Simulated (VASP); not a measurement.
Wanted: the native input for a VASP 6.6.1 run.

```yaml
Task: single point
Functional: RPBE
Potentials_or_basis: VASP PAW PBE potentials, release 64 (Mo_sv)
Cutoff: 520 eV
k_mesh: 9 × 9 × 14
Occupations: fermi-dirac, width 0.1 eV
Spin: no spin polarisation
Dipole_correction: no
Further_INCAR_settings: ALGO = Normal; EDIFF = 1e-06; NBANDS = 28
```

The structure of Mo lies in POSCAR:

```
Mo
1.0
    4.8125898356      0.0000000000      0.0000000000
   -2.4062949178      4.1678250557      0.0000000000
    0.0000000000      0.0000000000      2.6421462466
Mo
3
Direct
    0.0000000000      1.0000000000      0.0000000000
    0.3333333333      0.6666666667      0.5000000000
    0.6666666667      0.3333333333      0.5000000000
```

This isn't the form of Mo at room conditions, which is bcc.

One way to write it, as run:

INCAR

```
SYSTEM = Mo
PREC = Accurate
ENCUT = 520
EDIFF = 1E-6
ISMEAR = -1
SIGMA = 0.1
LREAL = .FALSE.
LASPH = .TRUE.
NELM = 100
ALGO = Normal
ISIF = 2
LWAVE = .FALSE.
LCHARG = .TRUE.
GGA = RP
LELF = .TRUE.
LVHAR = .TRUE.
NBANDS = 28
```

KPOINTS

```
Automatic mesh
0
G
  9 9 14
  0 0 0
```

Potentials or basis: VASP PAW PBE potentials, release 64 (Mo_sv).

Run with:

```bash
$ cat potpaw_PBE.64/Mo_sv/POTCAR > POTCAR
$ mpirun -np 1 vasp_std > vasp.out
```

It gave:

```json
{"Pressure": "-14.5 GPa", "Band gap on the k mesh": "zero (bands 21 and 22 overlap by 1.21 eV)"}
```

Caveat: the cell stands under tension; the PAW data sets were made with another functional, which shifts forces and pressure a little.

It took 62 s on 1 thread of Intel(R) Xeon(R) Platinum 8488C (Sapphire Rapids), on a shared host, peak memory 0.24 GiB.
